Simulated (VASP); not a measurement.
# Al2SiF2 (C2/m) in VASP: single point with PBE

Aim: the single point of Al2SiF2 with PBE.

Program: VASP 6.6.1. These are calculated values, not measurements. Logs are shortened: lines on timing, memory, paths and dates and some standing lists are left out, and cuts for length are marked.

**1. The cell of the first run**

It takes space group C2/m (No. 12, monoclinic). Conventional cell: a = 5.393 Å, b = 6.569 Å, c = 4.755 Å, α = 90.00°, β = 110.12°, γ = 90.00°. Al (site symmetry 2) has 1 F at 1.79 Å within 2.4 Å. Within 3.6 Å of Si (site symmetry 2/m) lie 6 F at 2.70 to 3.28 Å and 8 Al at 2.81 to 3.42 Å. Within 2.4 Å of F (site symmetry 2/m) lie 2 Al at 1.79 Å and 2 F at 2.38 Å. F (site symmetry 2/m) has 2 F at 2.38 Å and 2 Si at 2.70 Å and 4 Al at 2.98 Å within 3.1 Å.

The cell was built from a structure type or drawn by symmetry, and may not be a known phase.

**2. Single point, PBE**

File INCAR:

```
ALGO     = Normal         # electronic algorithm
EDIFF    = 1E-6           # SCF threshold, eV
ENCUT    = 600            # plane-wave cutoff, eV
GGA      = PE             # functional
GGA_COMPAT= F            
ISIF     = 2              # what is computed and relaxed
ISMEAR   = 0              # smearing method
LASPH    = T              # aspherical terms in the spheres
LCHARG   = F              # write CHGCAR
LREAL    = F              # projectors in reciprocal space
LWAVE    = F              # write WAVECAR
NBANDS   = 20             # bands
NELM     = 120            # most SCF steps
PREC     = Accurate       # precision mode
SIGMA    = 0.15           # smearing width, eV
```

File KPOINTS:

```
k-points
0
Gamma
  3 3 3
```

File POSCAR:

```
Al2SiF2
1.0
    2.6959597923     -3.2842816466     -0.0469690702
    2.6959597923      3.2842816466     -0.0469690702
   -1.5580057899      0.0000000000      4.4925379237
Al Si F
2 1 2
Direct
    0.2270836381      0.7729163619      0.0000000000
    0.7729163619      0.2270836381      0.0000000000
    0.0000000000      0.0000000000      0.5000000000
    0.5000000000      0.5000000000      0.0000000000
    0.5000000000      0.5000000000      0.5000000000
```

Potentials or basis: VASP PAW PBE potentials, release 64 (Al, Si, F).

On the command line:

```sh
> cat potpaw_PBE.64/Al/POTCAR potpaw_PBE.64/Si/POTCAR potpaw_PBE.64/F/POTCAR > POTCAR
> mpirun -np 1 vasp_std > vasp.out
```

OUTCAR:

```text
EDIFF = 1E-6
   ENCUT = 600
   GGA = PE
   ISIF = 2
   ISMEAR = 0
   LASPH = T
   LREAL = F
   NELM = 120
   PREC = Accurate

 ion  position               nearest neighbor table
   1  0.227  0.773  0.000-   4 1.79   2 2.71   2 2.71   3 2.81   3 2.81   2 2.98
   2  0.773  0.227  0.000-   4 1.79   1 2.71   1 2.71   3 2.81   3 2.81   1 2.98
   3  0.000  0.000  0.500-   1 2.81   2 2.81   1 2.81   2 2.81
   4  0.500  0.500  0.000-   1 1.79   2 1.79
   5  0.500  0.500  0.500-

  LATTYP: Found a base centered monoclinic cell.
 ALAT       =     5.3927378187
 B/A-ratio  =     1.2180386872
 C/A-ratio  =     0.8817463174
 COS(beta)  =    -0.3440625494

  Lattice vectors:

 A1 = (   2.6959597923,  -3.2842816466,  -0.0469690702)
 A2 = (   2.6959597923,   3.2842816466,  -0.0469690702)
 A3 = (  -1.5580057899,   0.0000000000,   4.4925379237)

Analysis of symmetry for initial positions (statically):
=====================================================================
 Subroutine PRICEL returns:
 Original cell was already a primitive cell.

 Routine SETGRP: Setting up the symmetry group for a
 base centered monoclinic supercell.

 Subroutine GETGRP returns: Found  4 space group operations
 (whereof  4 operations were pure point group operations)
 out of a pool of  4 trial point group operations.

The static configuration has the point symmetry C_2h.

Analysis of symmetry for dynamics (positions and initial velocities):
=====================================================================
 Subroutine PRICEL returns:
 Original cell was already a primitive cell.

 Routine SETGRP: Setting up the symmetry group for a
 base centered monoclinic supercell.

 Subroutine GETGRP returns: Found  4 space group operations
 (whereof  4 operations were pure point group operations)
 out of a pool of  4 trial point group operations.

The dynamic configuration has the point symmetry C_2h.

 Subroutine INISYM returns: Found  4 space group operations
 (whereof  4 operations are pure point group operations),
 and found     1 'primitive' translations

----------------------------------------------------------------------------------------

                                     Primitive cell

  volume of cell :      79.0758

  direct lattice vectors                    reciprocal lattice vectors
     2.695959792 -3.284281647 -0.046969070     0.186590071 -0.152240293  0.064709172
     2.695959792  3.284281647 -0.046969070     0.186590071  0.152240293  0.064709172
    -1.558005790  0.000000000  4.492537924     0.003901564  0.000000000  0.223944389

  length of vectors
     4.249342447  4.249342447  4.755026713     0.249359657  0.249359657  0.223978373

  position of ions in fractional coordinates (direct lattice)
     0.227083638  0.772916362  0.000000000
     0.772916362  0.227083638  0.000000000
     0.000000000  0.000000000  0.500000000
     0.500000000  0.500000000  0.000000000
     0.500000000  0.500000000  0.500000000

  ion indices of the primitive-cell ions
   primitive index   ion index
                 1           1
                 2           2
                 3           3
                 4           4
                 5           5

----------------------------------------------------------------------------------------

 KPOINTS: k-points

Automatic generation of k-mesh.
 Grid dimensions read from file:
 generate k-points for:    3    3    3

 Generating k-lattice:

  Cartesian coordinates                     Fractional coordinates (reciprocal lattice)
     0.062196690 -0.050746764  0.021569724     0.333333333 -0.000000000 -0.000000000
     0.062196690  0.050746764  0.021569724    -0.000000000  0.333333333 -0.000000000
     0.001300521  0.000000000  0.074648130    -0.000000000 -0.000000000  0.333333333

  Length of vectors
     0.083119886  0.083119886  0.074659458

  Shift w.r.t. Gamma in fractional coordinates (k-lattice)
     0.000000000  0.000000000  0.000000000

 Subroutine IBZKPT returns following result:
 ===========================================

 Found     10 irreducible k-points:

 Following reciprocal coordinates:
            Coordinates               Weight
  0.000000  0.000000  0.000000      1.000000
  0.333333  0.000000 -0.000000      4.000000
  0.333333  0.333333 -0.000000      2.000000
 -0.333333  0.333333  0.000000      2.000000
  0.000000  0.000000  0.333333      2.000000
  0.333333 -0.000000  0.333333      4.000000
 -0.333333 -0.000000  0.333333      4.000000
  0.333333  0.333333  0.333333      2.000000
 -0.333333  0.333333  0.333333      4.000000
 -0.333333 -0.333333  0.333333      2.000000
   k-points           NKPTS =     10   k-points in BZ     NKDIM =     10   number of bands    NBANDS=     20
   number of dos      NEDOS =    301   number of ions     NIONS =      5
   total plane-waves  NPLWV =  51840
   dimension x,y,z NGX =    36 NGY =   36 NGZ =   40
   dimension x,y,z NGXF=    72 NGYF=   72 NGZF=   80
   ions per type =               2   1   2
   NGX,Y,Z   is equivalent  to a cutoff of  14.08, 14.08, 13.98 a.u.
   NGXF,Y,Z  is equivalent  to a cutoff of  28.17, 28.17, 27.97 a.u.
 SYSTEM =  unknown system
   PREC   = accura    normal or accurate (medium, high low for compatibility)
   ISTART =      0    job   : 0-new  1-cont  2-samecut
   ICHARG =      2    charge: 1-file 2-atom 10-const
   ISPIN  =      1    spin polarized calculation?
   LNONCOLLINEAR =      F non collinear calculations
   LSORBIT =      F    spin-orbit coupling
   LASPH  =      T    aspherical Exc in radial PAW
   ENCUT  =  600.0 eV  44.10 Ry    6.64 a.u.   8.49  8.49  9.50*2*pi/ulx,y,z
   NELM   =    120;   NELMIN=  2; NELMDL= -5     # of ELM steps
   EDIFF  = 0.1E-05   stopping-criterion for ELM
   LREAL  =      F    real-space projection
   EDIFFG = 0.1E-04   stopping-criterion for IOM
   NSW    =      0    number of steps for IOM
   IBRION =     -1    ionic relax: 0-MD 1-quasi-New 2-CG
   NFREE  =      0    steps in history (QN), initial steepest desc. (CG)
   ISIF   =      2    stress and relaxation
   ISYM   =      2    0-nonsym 1-usesym 2-fastsym
   POTIM  = 0.5000    time-step for ionic-motion
   TEBEG  =    0.0;   TEEND  =   0.0 temperature during run
   PSTRESS=    0.0 pullay stress
   NELECT =      24.0000    total number of electrons
   NUPDOWN=      -1.0000    fix difference up-down
   EMIN   =  10.00;   EMAX   =-10.00  energy-range for DOS
   EFERMI =   0.00;   METHOD = LEGACY
   ISMEAR =     0;   SIGMA  =   0.15  broadening in eV -4-tet -1-fermi 0-gaus
   EFERMI_NEDOS =   21; number of points for ismear=-14 and -15
   IALGO  =     38    algorithm
   IMIX   =      4    mixing-type and parameters
     AMIX     =   0.40;   BMIX     =  1.00
     AMIX_MAG =   1.60;   BMIX_MAG =  1.00
  volume/ion in A,a.u.               =      15.82       106.73
  Fermi-wavevector in a.u.,A,eV,Ry     =   1.100181  2.079040 16.468460  1.210398
  Thomas-Fermi vector in A             =   2.236588
   LORBIT       =      0    0 simple, 1 ext, 2 COOP (PROOUT), +10 PAW based schemes
   GGA     = PE    functional components
   LHFCALC =     F    Hartree Fock is set to
   AEXX    =    0.0000 exact exchange contribution
   IVDW    =     0    specifies the selected vdW correction
   LEPSILON=     F    determine dielectric tensor
   LRPA    =     F    only Hartree local field effects (RPA)
 non-spin polarized calculation
 Gauss-broadening in eV      SIGMA  =   0.15
  energy-cutoff  :      600.00
  volume of cell :       79.08
 maximum number of plane-waves:      2658
 NGX is ok and might be reduce to    36
   NGX = 17   NGY = 17   NGZ = 19

 number of electron      23.9999985 magnetization

 Free energy of the ion-electron system (eV)
  ---------------------------------------------------
  ext. energy  EPLUGINS =         0.00000000
  ---------------------------------------------------
  free energy    TOTEN  =       -20.35921566 eV

  energy without entropy =      -20.34153171  energy(sigma->0) =      -20.35037368

 E-fermi :   4.8610     XC(G=0):  -9.6247

 val. band max:        4.8282136775   @ k =   0.3333   0.3333   0.3333
 cond. band min:       4.9463251155   @ k =  -0.3333   0.3333   0.0000
 fundamental gap:      0.1181114380
 Fermi energy:         4.8609962334

 k-point     1 :       0.0000    0.0000    0.0000
  band No.  band energies     occupation
      1     -21.0836      2.00000
      2     -16.9166      2.00000
      3      -4.5017      2.00000
      4      -3.8712      2.00000
      5      -2.6273      2.00000
      6      -2.2396      2.00000
[... 12 lines left out ...]
     19      11.7827      0.00000
     20      14.1751      0.00000

 k-point     2 :       0.3333    0.0000   -0.0000
  band No.  band energies     occupation
      1     -21.0736      2.00000
      2     -16.9083      2.00000
      3      -4.9733      2.00000
      4      -3.7884      2.00000
      5      -2.4754      2.00000
      6      -1.6617      2.00000
[... 12 lines left out ...]
     19      12.4150      0.00000
     20      12.9564      0.00000

 k-point     3 :       0.3333    0.3333   -0.0000
  band No.  band energies     occupation
      1     -21.0648      2.00000
      2     -16.9018      2.00000
      3      -4.9589      2.00000
      4      -3.9202      2.00000
      5      -2.4870      2.00000
      6      -1.4695      2.00000
[... 12 lines left out ...]
     19      12.8784      0.00000
     20      13.5264      0.00000

 k-point     4 :      -0.3333    0.3333    0.0000
  band No.  band energies     occupation
      1     -21.0656      2.00000
      2     -16.9032      2.00000
      3      -5.0978      2.00000
      4      -2.7598      2.00000
      5      -2.7222      2.00000
      6      -2.4391      2.00000
[... 107 lines left out ...]
 k-point     9 :      -0.3333    0.3333    0.3333
  band No.  band energies     occupation
      1     -21.0499      2.00000
      2     -16.9461      2.00000
      3      -4.9842      2.00000
      4      -3.1886      2.00000
      5      -2.0623      2.00000
      6      -1.6678      2.00000
[... 12 lines left out ...]
     19      11.9626      0.00000
     20      13.8284      0.00000

 k-point    10 :      -0.3333   -0.3333    0.3333
  band No.  band energies     occupation
      1     -21.0499      2.00000
      2     -16.9443      2.00000
      3      -4.8822      2.00000
      4      -3.6792      2.00000
      5      -1.9976      2.00000
      6      -1.5705      2.00000
[... 12 lines left out ...]
     19      13.5508      0.00000
     20      13.8111      0.00000

------------------------ aborting loop because EDIFF is reached ----------------------------------------

  FORCE on cell =-STRESS in cart. coord.  units (eV):
  Direction    XX          YY          ZZ          XY          YZ          ZX
  --------------------------------------------------------------------------------------
  -------------------------------------------------------------------------------------
  Total       -0.1739178      0.1751025     -0.0496322      0.0000000      0.0000000      0.0098129
  in kB       -3.5237978      3.5478019     -1.0056125      0.0000000      0.0000000      0.1988218
  external PRESSURE =      -0.3272028 kB  Pullay stress =       0.0000000 kB

 VOLUME and BASIS-vectors are now :
 -----------------------------------------------------------------------------
  energy-cutoff  :      600.00
  volume of cell :       79.08
      direct lattice vectors                 reciprocal lattice vectors
     2.695959792 -3.284281647 -0.046969070     0.186590071 -0.152240293  0.064709172
     2.695959792  3.284281647 -0.046969070     0.186590071  0.152240293  0.064709172
    -1.558005790  0.000000000  4.492537924     0.003901564  0.000000000  0.223944389

 POSITION                                       TOTAL-FORCE (eV/Angst)
 -----------------------------------------------------------------------------------
      2.69596      1.79267     -0.04697        -0.000000      0.059947      0.000000
      2.69596     -1.79267     -0.04697         0.000000     -0.059947      0.000000
     -0.77900      0.00000      2.24627        -0.000000      0.000000     -0.000000
      2.69596      0.00000     -0.04697        -0.000000      0.000000     -0.000000
      1.91696      0.00000      2.19930        -0.000000      0.000000     -0.000000
 -----------------------------------------------------------------------------------
    total drift:                                0.000000      0.000000      0.000000

  FREE ENERGIE OF THE ION-ELECTRON SYSTEM (eV)
  ---------------------------------------------------
  free  energy   TOTEN  =       -20.3592156555 eV

  energy  without entropy=      -20.3415317085  energy(sigma->0) =      -20.35037368
```

Run time: 18 s. Hardware: 1 thread of Intel Xeon Platinum 8259CL at 2.50GHz (Skylake/Cascade Lake), shared host; peak memory 0.21 GiB.

What came out:

* Free energy: -20.3592 eV
* Pressure: 0.0 GPa
* Largest force: 0.060 eV/Å
* Band gap on the k mesh: zero (bands 12 and 13 overlap by 1.63 eV)

Forces on the atoms (eV/Å):
```
Al   0.000  0.060  0.000
Al   0.000 -0.060  0.000
Si   0.000  0.000  0.000
F    0.000  0.000  0.000
F    0.000  0.000  0.000
```

Caveat: the k points lie up to 0.52 Å⁻¹ apart, too coarse for converged energies and pressures of a metal.
